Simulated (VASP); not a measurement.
**K3LuN2: relaxation of cell and atoms with PBE**

K3LuN2:

```xyz
6
Lattice="4.5321 0.0000 0.0000 -2.2661 3.9249 0.0000 0.0000 0.0000 9.0038" Properties=species:S:1:pos:R:3 pbc="T T T"
K     0.0000    2.6166    4.5019
K     2.2661    1.3083    0.0000
K     2.2661    1.3083    4.5019
Lu    0.0000    2.6166    0.0000
N     0.0000    0.0000    2.2066
N     0.0000    0.0000    6.7972
```

| Quantity | Value |
| --- | --- |
| Program | VASP 6.6.1 |
| Task | relaxation of cell and atoms |
| Functional | PBE |
| Potentials or basis | VASP PAW PBE potentials, release 64 (K_sv, Lu, N) |
| Cutoff | 600 eV |
| k mesh | 6 × 6 × 2 |
| Occupations | gaussian, width 0.1 eV |
| Spin | no spin polarisation |
| Dipole correction | no |
| Further INCAR settings | ALGO = Normal; EDIFF = 1e-07; IBRION = 2; EDIFFG = -0.04; NSW = 90; ISIF = 3 |

* Relaxed volume: 19.53 Å³/atom
* Relaxed cell: a = 4.457 Å, b = 4.457 Å, c = 6.811 Å, α = 90.00°, β = 90.00°, γ = 120.00°
* Space group after relaxing (to 0.05 Å): P-6m2 (No. 187)
* Energy gained by relaxing: 668.3 meV/atom
* Ionic steps: 13
* Pressure after relaxing: -0.1 GPa
* Largest force after relaxing: 0.017 eV/Å
* Band gap on the k mesh: 0.06 eV, indirect (least direct gap 0.22 eV)

Forces in eV/Å, atoms in the order of the input:
```
K    0.000  0.000  0.000
K    0.000  0.000  0.000
K    0.000  0.000  0.000
Lu   0.000  0.000  0.000
N    0.000  0.000 -0.017
N    0.000  0.000  0.017
```

The path:
| step | energy change (eV) | largest force (eV/Å) | pressure (GPa) | volume (Å³) |
| --- | --- | --- | --- | --- |
| 1 | 0.0000 | 1.4638 | -3.43 | 160.16 |
| 2 | -3.2735 | 0.9031 | -4.90 | 144.18 |
| 3 | -3.3791 | 0.7339 | -4.70 | 141.45 |
| 4 | -3.3858 | 0.6967 | -4.65 | 140.88 |
| 5 | -3.7936 | 0.5734 | -2.71 | 125.93 |
| 6 | -3.9226 | 0.3882 | 0.01 | 115.20 |
| 7 | -3.9237 | 0.3598 | 0.44 | 113.93 |
| 8 | -3.9806 | 0.3340 | 0.75 | 113.95 |
| 9 | -3.9826 | 0.3368 | 0.84 | 113.94 |
| 10 | -4.0027 | 0.1926 | 0.15 | 116.03 |
| 11 | -4.0079 | 0.0981 | -0.27 | 117.61 |
| 12 | -4.0080 | 0.0842 | -0.34 | 117.87 |
| 13 | -4.0099 | 0.0169 | -0.07 | 117.20 |

Final structure:
```
K Lu N
1.0
     4.45745    0.00000    0.00000
    -2.22873    3.86027    0.00000
     0.00000    0.00000    6.81133
K Lu N
3 1 2
Direct
  0.33333 0.66667 0.50000
  0.66667 0.33333 0.00000
  0.66667 0.33333 0.50000
  0.33333 0.66667 0.00000
  0.00000 0.00000 0.21096
  0.00000 0.00000 0.78904
```

Levels at points of the mesh, in eV from the valence-band top:
```csv
k point,band 28,band 29,band 30,band 31,band 32,band 33,band 34,band 35
"(0.00, 0.00, 0.00)",-1.94,-1.44,-1.44,-0.95,0.17,0.79,0.79,1.61
"(0.50, 0.00, 0.00)",-2.41,-1.87,-1.86,-0.13,0.60,1.07,1.33,1.75
"(0.00, 0.00, 0.50)",-1.93,-1.45,-1.45,-1.14,0.06,1.10,1.10,1.65
"(0.50, 0.00, 0.50)",-2.20,-2.12,-2.00,-0.87,1.10,1.39,1.44,1.51
```

Wall time 15 min on 1 thread of Intel(R) Xeon(R) 6975P-C (Granite Rapids), on a shared host, peak memory 0.41 GiB.

Caveat: the volume moved by over 15 % at a fixed basis, so the end points are rough; spin-orbit coupling is left out, which moves the levels of the heavy elements. A k mesh can miss the band edges.
